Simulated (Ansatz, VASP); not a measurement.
# One calculation of ScB107N108, two programs

```
B N Sc
1.0
    10.87233    0.00000    0.00000
     0.00000    0.00000  -10.87233
     0.00000   10.87233    0.00000
B N Sc
107 108 1
Cartesian
  -0.0006 0.0043 0.0017
  -0.0006 1.8143 -1.8083
  1.8094 1.8143 0.0017
  1.8107 0.0030 -1.8096
  -0.0006 3.6243 0.0017
  -0.0038 5.4350 -1.8058
  1.8069 5.4350 0.0049
  1.8063 3.6212 -1.8052
  -0.0006 7.2505 0.0017
  0.0026 9.0660 -1.8058
  1.8069 9.0660 -0.0015
  1.7919 7.2474 -1.7907
  0.0026 0.0068 -3.6189
  -0.0006 1.8143 -5.4344
  1.8069 1.8111 -3.6189
  1.7919 0.0218 -5.4375
  -0.0038 3.6218 -3.6189
  -0.0006 5.4350 -5.4344
  1.7906 5.4259 -3.6099
  1.7919 3.6068 -5.4314
  -0.0006 7.2505 -3.6190
  -0.0006 9.0659 -5.4344
  1.8087 9.0641 -3.6208
  1.8057 7.2505 -5.4344
  -0.0038 0.0068 -7.2499
  -0.0006 1.8143 -9.0606
  1.8069 1.8175 -7.2499
  1.8063 0.0074 -9.0637
  0.0026 3.6218 -7.2499
  0.0026 5.4350 -9.0631
  1.8087 5.4369 -7.2480
  1.8107 3.6256 -9.0593
  -0.0006 7.2505 -7.2499
  -0.0038 9.0660 -9.0631
  1.7906 9.0750 -7.2590
  1.7919 7.2536 -9.0781
  3.6201 0.0068 -0.0015
  3.6201 1.8111 -1.8058
  5.4356 1.8143 0.0017
  5.4387 0.0218 -1.7907
  3.6201 3.6218 0.0049
  3.6110 5.4259 -1.7895
  5.4356 5.4350 0.0017
  5.4325 3.6068 -1.7907
  3.6201 7.2505 0.0017
  3.6220 9.0641 -1.8076
  5.4356 9.0659 0.0017
  5.4356 7.2505 -1.8046
  3.6220 0.0050 -3.6208
  3.6201 1.8143 -5.4344
  5.4356 1.8143 -3.6190
  5.4356 0.0080 -5.4344
  3.6110 3.6055 -3.6099
  3.5732 5.3881 -5.4013
  5.4024 5.3881 -3.5721
  5.4355 3.6207 -5.4344
  3.5732 7.2173 -3.5721
  3.5732 9.1128 -5.4676
  5.4688 9.1129 -3.5720
  3.6110 0.0231 -7.2590
  3.6201 1.8175 -9.0631
  5.4356 1.8143 -7.2499
  5.4325 0.0218 -9.0781
  3.6220 3.6236 -7.2480
  3.6220 5.4369 -9.0613
  5.4687 5.3881 -7.2968
  5.4386 3.6068 -9.0781
  3.5732 7.2836 -7.2968
  3.6110 9.0750 -9.0794
  5.4024 9.1128 -7.2968
  5.4356 7.2505 -9.0643
  7.2511 0.0068 0.0049
  7.2511 1.8175 -1.8058
  9.0617 1.8143 0.0017
  9.0648 0.0074 -1.8052
  7.2511 3.6218 -0.0015
  7.2492 5.4369 -1.8076
  9.0642 5.4350 -0.0015
  9.0604 3.6256 -1.8096
  7.2510 7.2505 0.0017
  7.2601 9.0750 -1.7895
  9.0642 9.0660 0.0049
  9.0793 7.2536 -1.7907
  7.2601 0.0231 -3.6099
  7.2510 1.8143 -5.4344
  9.0642 1.8175 -3.6189
  9.0793 0.0218 -5.4313
  7.2492 3.6236 -3.6208
  7.2979 5.3881 -5.4676
  9.0624 5.4369 -3.6208
  9.0792 3.6068 -5.4375
  7.2980 7.2837 -3.5720
  7.2980 9.1129 -5.4013
  9.0805 9.0750 -3.6099
  9.0654 7.2505 -5.4344
  7.2492 0.0050 -7.2480
  7.2511 1.8111 -9.0631
  9.0642 1.8111 -7.2499
  9.0604 0.0030 -9.0593
  7.2601 3.6056 -7.2590
  7.2601 5.4259 -9.0794
  9.0805 5.4259 -7.2590
  9.0648 3.6212 -9.0637
  7.2979 7.2173 -7.2968
  7.2492 9.0641 -9.0613
  9.0625 9.0641 -7.2480
  9.0792 7.2474 -9.0781
  0.9033 2.7182 -0.9022
  0.9055 0.9082 -2.7133
  2.7145 0.9082 -0.9044
  2.7097 2.7111 -2.7086
  0.8957 6.3422 -0.8946
  0.8962 4.5246 -2.7086
  2.7097 4.5246 -0.8951
  2.6724 6.3379 -2.6713
  0.9055 9.9716 -0.9044
  0.9021 8.1583 -2.7120
  2.7131 8.1583 -0.9009
  2.7175 9.9686 -2.7164
  0.8957 2.7106 -4.5262
  0.8957 0.9180 -6.3427
  2.7131 0.9116 -4.5266
  2.7131 2.7170 -6.3423
  0.9019 6.3416 -4.5256
  0.9021 4.5281 -6.3423
  2.6724 4.4873 -4.5219
  2.7123 6.3473 -6.3376
  0.9021 9.9729 -4.5266
  0.9019 8.1593 -6.3433
  2.7123 8.1537 -4.5313
  2.6724 10.0136 -6.3470
  0.9055 2.7204 -8.1555
  0.9033 0.9104 -9.9667
  2.7097 0.9175 -8.1603
  2.7144 2.7204 -9.9645
  0.9021 6.3427 -8.1569
  0.9055 4.5294 -9.9645
  2.7175 4.5324 -8.1525
  2.7131 6.3427 -9.9679
  0.8962 9.9763 -8.1603
  0.8957 8.1587 -9.9743
  2.6724 8.1630 -8.1976
  2.7097 9.9763 -9.9738
  4.5273 2.7106 -0.8946
  4.5277 0.9116 -2.7120
  6.3438 0.9180 -0.8946
  6.3434 2.7170 -2.7120
  4.5267 6.3416 -0.9007
  4.5230 4.4873 -2.6713
  6.3434 4.5281 -0.9009
  6.3387 6.3473 -2.7112
  4.5277 9.9729 -0.9009
  4.5324 8.1537 -2.7112
  6.3444 8.1593 -0.9007
  6.3481 10.0137 -2.6713
  4.5267 2.7168 -4.5256
  4.5267 0.9118 -6.3433
  6.3444 0.9118 -4.5256
  6.3444 2.7168 -6.3433
  4.3432 6.1581 -4.3421
  4.5324 4.5272 -6.3376
  6.3387 4.5272 -4.5313
  6.5278 6.1582 -6.5268
  4.5324 9.9737 -4.5312
  4.3433 8.3428 -6.5268
  6.5280 8.3429 -4.3420
  6.3388 9.9737 -6.3376
  4.5277 2.7170 -8.1569
  4.5273 0.9180 -9.9743
  6.3434 0.9116 -8.1569
  6.3438 2.7106 -9.9743
  4.5324 6.3473 -8.1577
  4.5277 4.5281 -9.9679
  6.3481 4.4873 -8.1976
  6.3444 6.3416 -9.9681
  4.5230 10.0136 -8.1976
  4.5267 8.1593 -9.9681
  6.3388 8.1537 -8.1577
  6.3434 9.9729 -9.9679
  8.1567 2.7204 -0.9044
  8.1614 0.9175 -2.7086
  9.9678 0.9104 -0.9022
  9.9656 2.7204 -2.7133
  8.1580 6.3427 -0.9009
  8.1536 4.5324 -2.7164
  9.9656 4.5294 -0.9044
  9.9691 6.3427 -2.7120
  8.1614 9.9763 -0.8951
  8.1987 8.1630 -2.6713
  9.9754 8.1587 -0.8946
  9.9749 9.9763 -2.7086
  8.1580 2.7170 -4.5266
  8.1580 0.9116 -6.3423
  9.9754 0.9180 -4.5262
  9.9754 2.7106 -6.3427
  8.1588 6.3473 -4.5313
  8.1987 4.4873 -6.3470
  9.9691 4.5281 -4.5266
  9.9693 6.3416 -6.3433
  8.1987 10.0137 -4.5219
  8.1588 8.1537 -6.3376
  9.9693 8.1593 -4.5256
  9.9691 9.9729 -6.3423
  8.1614 2.7111 -8.1603
  8.1567 0.9082 -9.9645
  9.9656 0.9082 -8.1555
  9.9678 2.7182 -9.9667
  8.1987 6.3379 -8.1976
  8.1614 4.5246 -9.9738
  9.9749 4.5246 -8.1603
  9.9754 6.3422 -9.9743
  8.1536 9.9686 -8.1525
  8.1580 8.1583 -9.9679
  9.9691 8.1583 -8.1569
  9.9656 9.9716 -9.9645
  5.4356 7.2506 -5.4342
```

Alike in both runs: functional PBE; k mesh 1 × 1 × 1; no spin polarisation.

Ansatz relaxed the structure, and its values are those at the end. VASP's run is a single point on that final structure, the one shown.

```csv
,VASP,Ansatz
version,VASP 6.6.1,Ansatz 0.2.0
potentials or method,"VASP PAW PBE potentials, release 64 (B, N, Sc_sv), cutoff 520 eV",plane-wave PAW DFT
occupations,"gaussian, width 0.01 eV",fixed
valence electrons in the cell,872,872
```

VASP gave:

| Quantity | Value |
| --- | --- |
| gap on the k mesh at the Fermi level (eV) | 4.37 |
| rms of the force components (eV/Å) | 0.007 |

Task: Estimate Ansatz's values.

Result: gap on the k mesh at the Fermi level (eV): 4.38; rms of the force components (eV/Å): 0.000.
